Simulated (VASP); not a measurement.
# As in VASP: notebook, part 2 of 2

VASP 6.6.1. Earlier steps stand in the parts before.

## (3) Single point, PBE+D3(BJ) (layers slid over each other)

Contents of INCAR:

```
PREC = Accurate
ENCUT = 520
EDIFF = 1E-7
ISMEAR = 0
SIGMA = 0.05
LREAL = F
LASPH = T
NELM = 100
ALGO = Normal
ISIF = 2
LWAVE = F
LCHARG = F
LDIPOL = T
IDIPOL = 3
DIPOL = 0.5 0.5 0.371
GGA = PE
IVDW = 12
NBANDS = 18
```

Contents of KPOINTS:

```
regular mesh
0
Gamma
  9 9 1
```

Contents of POSCAR:

```
As
1.0
    3.5716242768      0.0000000000      0.0000000000
   -1.7858121384      3.0931173565      0.0000000000
    0.0000000000      0.0000000000     20.2951239260
As
4
Direct
    0.3333333333      0.6666666667      0.2217281361
    0.6666666667      0.3333333333      0.2905900937
    0.8333333333      0.6666666667      0.4517125392
    1.1666666667      0.3333333333      0.5205744968
```

Potentials or basis: VASP PAW PBE potentials, release 64 (As).

Launch:

```bash
cat potpaw_PBE.64/As/POTCAR > POTCAR
mpirun -np 1 vasp_std > vasp.out
```

OUTCAR:

```text
PREC = Accurate
   ENCUT = 520
   EDIFF = 1E-7
   ISMEAR = 0
   LREAL = F
   LASPH = T
   NELM = 100
   ISIF = 2
   GGA = PE
   IVDW = 12
 IVDW          = 12

 ion  position               nearest neighbor table
   1  0.333  0.667  0.222-   2 2.49   2 2.49   2 2.49
   2  0.667  0.333  0.291-   1 2.49   1 2.49   1 2.49
   3  0.833  0.667  0.452-   4 2.49   4 2.49   4 2.49
   4  0.167  0.333  0.521-   3 2.49   3 2.49   3 2.49

  LATTYP: Found a hexagonal cell.
 ALAT       =     3.5716242768
 C/A-ratio  =     5.6823233221

  Lattice vectors:

 A1 = (   3.5716242768,   0.0000000000,   0.0000000000)
 A2 = (  -1.7858121384,   3.0931173565,   0.0000000000)
 A3 = (   0.0000000000,   0.0000000000,  20.2951239260)

Analysis of symmetry for initial positions (statically):
=====================================================================
 Subroutine PRICEL returns:
 Original cell was already a primitive cell.

 Routine SETGRP: Setting up the symmetry group for a
 hexagonal supercell.

 Subroutine GETGRP returns: Found  4 space group operations
 (whereof  2 operations were pure point group operations)
 out of a pool of 24 trial point group operations.

The static configuration has the point symmetry C_1h.
 The point group associated with its full space group is C_2h.

Analysis of symmetry for dynamics (positions and initial velocities):
=====================================================================
 Subroutine PRICEL returns:
 Original cell was already a primitive cell.

 Routine SETGRP: Setting up the symmetry group for a
 hexagonal supercell.

 Subroutine GETGRP returns: Found  4 space group operations
 (whereof  2 operations were pure point group operations)
 out of a pool of 24 trial point group operations.

The dynamic configuration has the point symmetry C_1h.
 The point group associated with its full space group is C_2h.

 Subroutine INISYM returns: Found  4 space group operations
 (whereof  2 operations are pure point group operations),
 and found     1 'primitive' translations

----------------------------------------------------------------------------------------

                                     Primitive cell

  volume of cell :     224.2094

  direct lattice vectors                    reciprocal lattice vectors
     3.571624277  0.000000000  0.000000000     0.279984658  0.161649217  0.000000000
    -1.785812138  3.093117357  0.000000000     0.000000000  0.323298435  0.000000000
     0.000000000  0.000000000 20.295123926     0.000000000  0.000000000  0.049272919

  length of vectors
     3.571624277  3.571624277 20.295123926     0.323298435  0.323298435  0.049272919

  position of ions in fractional coordinates (direct lattice)
     0.333333333  0.666666667  0.221728136
     0.666666667  0.333333333  0.290590094
     0.833333333  0.666666667  0.451712539
     0.166666667  0.333333333  0.520574497

  ion indices of the primitive-cell ions
   primitive index   ion index
                 1           1
                 2           2
                 3           3
                 4           4

----------------------------------------------------------------------------------------

 KPOINTS: regular mesh

Automatic generation of k-mesh.
 Grid dimensions read from file:
 generate k-points for:    9    9    1

[... 45 lines left out ...]
   number of dos      NEDOS =    301   number of ions     NIONS =      4
   total plane-waves  NPLWV = 125440
   dimension x,y,z NGX =    28 NGY =   28 NGZ =  160
   dimension x,y,z NGXF=    56 NGYF=   56 NGZF=  320
   ions per type =               4
   NGX,Y,Z   is equivalent  to a cutoff of  13.03, 13.03, 13.11 a.u.
   NGXF,Y,Z  is equivalent  to a cutoff of  26.07, 26.07, 26.21 a.u.
 SYSTEM =  unknown system
   PREC   = accura    normal or accurate (medium, high low for compatibility)
   ISTART =      0    job   : 0-new  1-cont  2-samecut
   ICHARG =      2    charge: 1-file 2-atom 10-const
   ISPIN  =      1    spin polarized calculation?
   LNONCOLLINEAR =      F non collinear calculations
   LSORBIT =      F    spin-orbit coupling
   LASPH  =      T    aspherical Exc in radial PAW
   ENCUT  =  520.0 eV  38.22 Ry    6.18 a.u.   6.64  6.64 37.74*2*pi/ulx,y,z
   NELM   =    100;   NELMIN=  2; NELMDL= -5     # of ELM steps
   EDIFF  = 0.1E-06   stopping-criterion for ELM
   LREAL  =      F    real-space projection
   EDIFFG = 0.1E-05   stopping-criterion for IOM
   NSW    =      0    number of steps for IOM
   IBRION =     -1    ionic relax: 0-MD 1-quasi-New 2-CG
   NFREE  =      0    steps in history (QN), initial steepest desc. (CG)
   ISIF   =      2    stress and relaxation
   ISYM   =      2    0-nonsym 1-usesym 2-fastsym
   POTIM  = 0.5000    time-step for ionic-motion
   TEBEG  =    0.0;   TEEND  =   0.0 temperature during run
   PSTRESS=    0.0 pullay stress
   NELECT =      20.0000    total number of electrons
   NUPDOWN=      -1.0000    fix difference up-down
   EMIN   =  10.00;   EMAX   =-10.00  energy-range for DOS
   EFERMI =   0.00;   METHOD = LEGACY
   ISMEAR =     0;   SIGMA  =   0.05  broadening in eV -4-tet -1-fermi 0-gaus
   EFERMI_NEDOS =   21; number of points for ismear=-14 and -15
   IALGO  =     38    algorithm
   IMIX   =      4    mixing-type and parameters
     AMIX     =   0.40;   BMIX     =  1.00
     AMIX_MAG =   1.60;   BMIX_MAG =  1.00
  volume/ion in A,a.u.               =      56.05       378.26
  Fermi-wavevector in a.u.,A,eV,Ry     =   0.731476  1.382290  7.279898  0.535057
  Thomas-Fermi vector in A             =   1.823703
   LORBIT       =      0    0 simple, 1 ext, 2 COOP (PROOUT), +10 PAW based schemes
   GGA     = PE    functional components
   LHFCALC =     F    Hartree Fock is set to
   AEXX    =    0.0000 exact exchange contribution
   IVDW    =    12    specifies the selected vdW correction
   LEPSILON=     F    determine dielectric tensor
   LRPA    =     F    only Hartree local field effects (RPA)
 non-spin polarized calculation
 Gauss-broadening in eV      SIGMA  =   0.05
  energy-cutoff  :      520.00
  volume of cell :      224.21
 maximum number of plane-waves:      6099
   NGX = 13   NGY = 13   NGZ = 75

 dipolmoment           0.000000      0.000000      0.000117 electrons x Angstroem

 number of electron      20.0000001 magnetization

 dipolmoment           0.000000      0.000000     -0.000002 electrons x Angstroem

 Free energy of the ion-electron system (eV)
  ---------------------------------------------------
  ext. energy  EPLUGINS =         0.00000000
  ---------------------------------------------------
  free energy    TOTEN  =       -18.57098246 eV

  energy without entropy =      -18.57098246  energy(sigma->0) =      -18.57098246

 E-fermi :  -0.9539     XC(G=0):  -4.6513

 val. band max:       -1.1731935756   @ k =  -0.2222   0.1111   0.0000
 cond. band min:      -0.3300022020   @ k =   0.3333   0.0000   0.0000
 fundamental gap:      0.8431913735
 Fermi energy:        -0.9539285769

 k-point     1 :       0.0000    0.0000    0.0000
  band No.  band energies     occupation
      1     -15.2713      2.00000
      2     -15.1628      2.00000
      3      -9.2137      2.00000
      4      -8.5061      2.00000
      5      -2.9659      2.00000
      6      -1.5739      2.00000
[... 481 lines left out ...]
      5      -5.7190      2.00000
      6      -5.5942      2.00000
[... 10 lines left out ...]
     17       5.7508      0.00000
     18       6.1883      0.00000

 [... further k-points ...]

------------------------ aborting loop because EDIFF is reached ----------------------------------------

 vacuum level on the upper side and lower side of the slab       (xc-potential included)        -0.125        -0.125

 Edisp (eV)   -1.09115

 E8    (eV) :    -0.4763

  FORCE on cell =-STRESS in cart. coord.  units (eV):
  Direction    XX          YY          ZZ          XY          YZ          ZX
  --------------------------------------------------------------------------------------
  -------------------------------------------------------------------------------------
  Total       0.16430     0.65347     0.50723     0.00000     0.45184     0.00000
  in kB       1.17408     4.66961     3.62464     0.00000     3.22881     0.00000
  external pressure =        3.16 kB  Pullay stress =        0.00 kB

 VOLUME and BASIS-vectors are now :
 -----------------------------------------------------------------------------
  energy-cutoff  :      520.00
  volume of cell :      224.21
      direct lattice vectors                 reciprocal lattice vectors
     3.571624277  0.000000000  0.000000000     0.279984658  0.161649217  0.000000000
    -1.785812138  3.093117357  0.000000000     0.000000000  0.323298435  0.000000000
     0.000000000  0.000000000 20.295123926     0.000000000  0.000000000  0.049272919

 POSITION                                       TOTAL-FORCE (eV/Angst)
 -----------------------------------------------------------------------------------
     -0.00000      2.06208      4.50000         0.000000     -0.039415     -0.091679
      1.78581      1.03104      5.89756        -0.000000     -0.064923      0.010437
      1.78581      2.06208      9.16756         0.000000      0.064923     -0.010437
      0.00000      1.03104     10.56512         0.000000      0.039415      0.091679
 -----------------------------------------------------------------------------------
    total drift:                               -0.000000      0.000000     -0.000042

  FREE ENERGIE OF THE ION-ELECTRON SYSTEM (eV)
  ---------------------------------------------------
  free  energy   TOTEN  =       -19.6621359937 eV

  energy  without entropy=      -19.6621359937  energy(sigma->0) =      -19.66213599

 vacuum level on the upper side and lower side of the slab         3.692         3.693
```

stdout:

```text
POSCAR found type information on POSCAR As
 POSCAR found :  1 types and       4 ions
 scaLAPACK will be used
 LDA part: xc-table for (Slater+PW92), standard interpolation
 POSCAR, INCAR and KPOINTS ok, starting setup
 FFT: planning ... GRIDC
 FFT: planning ... GRID_SOFT
 FFT: planning ... GRID
 WAVECAR not read
 entering main loop
```

Wall time 59 s (1 thread of Intel Xeon 6975P-C (Granite Rapids), shared host); peak memory 0.36 GiB.

Results:

```
Free energy                : -19.6621 eV
Largest force              : 0.100 eV/Å
Band gap on the k mesh     : 0.84 eV (least direct gap 1.52 eV)
Dispersion energy per atom : -0.273 eV
```

Forces on the atoms (eV/Å):
```
As   0.000 -0.039 -0.092
As   0.000 -0.065  0.010
As   0.000  0.065 -0.010
As   0.000  0.039  0.092
```

Caveat: the cell differs from its parent crystal (layers slid over each other).

## (4) Single point, PBE+D3(BJ) (layers slid over each other)

Contents of INCAR:

```
SYSTEM = As
  PREC = Accurate
  ENCUT = 520
  EDIFF = 1E-7
  ISMEAR = 0
  SIGMA = 0.05
  LREAL = .False.
  LASPH = .True.
  NELM = 80
  ALGO = Normal
  ISIF = 2
  LWAVE = .False.
  LCHARG = .False.
  LDIPOL = .True.
  IDIPOL = 3
  DIPOL = 0.5 0.5 0.371
  GGA = PE
  IVDW = 12
  NBANDS = 18
```

Contents of KPOINTS:

```
regular mesh
0
Gamma
  9 9 1
  0 0 0
```

POSCAR: that of step 3 with these lines changed.

```diff
@@ -10,3 +10,3 @@
     0.6666666667      0.3333333333      0.2905900937
-    0.8333333333      0.6666666667      0.4517125392
-    1.1666666667      0.3333333333      0.5205744968
+    1.0000000000      0.5000000000      0.4517125392
+    1.3333333333      0.1666666667      0.5205744968
```

Launch:

```bash
cat potpaw_PBE.64/As/POTCAR > POTCAR
mpirun -np 1 vasp_std > vasp.out
```

It took 71 s on 1 thread of Intel Xeon 6975P-C (Granite Rapids), shared host; peak memory 0.36 GiB.

It converged, with:

| Quantity | Value |
| --- | --- |
| Free energy | -19.6686 eV |
| Largest force | 0.114 eV/Å |
| Band gap on the k mesh | 0.87 eV (least direct gap 1.47 eV) |
| Dispersion energy per atom | -0.273 eV |

Forces on the atoms (eV/Å):
```
As  -0.042 -0.024 -0.103
As  -0.061 -0.035  0.029
As   0.061  0.035 -0.029
As   0.042  0.024  0.103
```

Levels at points of the mesh, in eV from the valence-band top:
| k point | band 6 | band 7 | band 8 | band 9 | band 10 | band 11 | band 12 | band 13 | band 14 | band 15 |
| --- | --- | --- | --- | --- | --- | --- | --- | --- | --- | --- |
| (0.00, 0.00, 0.00) | -0.35 | -0.34 | -0.34 | -0.32 | -0.12 | 1.58 | 2.20 | 3.09 | 3.15 | 3.21 |

Caveat: the cell differs from its parent crystal (layers slid over each other).

## (5) Summary

```csv
cell,gap on the mesh (eV),largest force (eV/Å)
"as given, atomic positions A",0.93,0.10
"as given, atomic positions B",0.84,0.10
"as given, atomic positions C",0.87,0.11
```

Alike in all rows: task single point; level PBE+D3(BJ); potentials or basis VASP PAW PBE potentials, release 64 (As); no spin polarisation; k mesh 9 × 9 × 1; cutoff (eV) 520; smearing gaussian 0.05 eV.

Absolute energies hang on the potentials; compare differences alone.
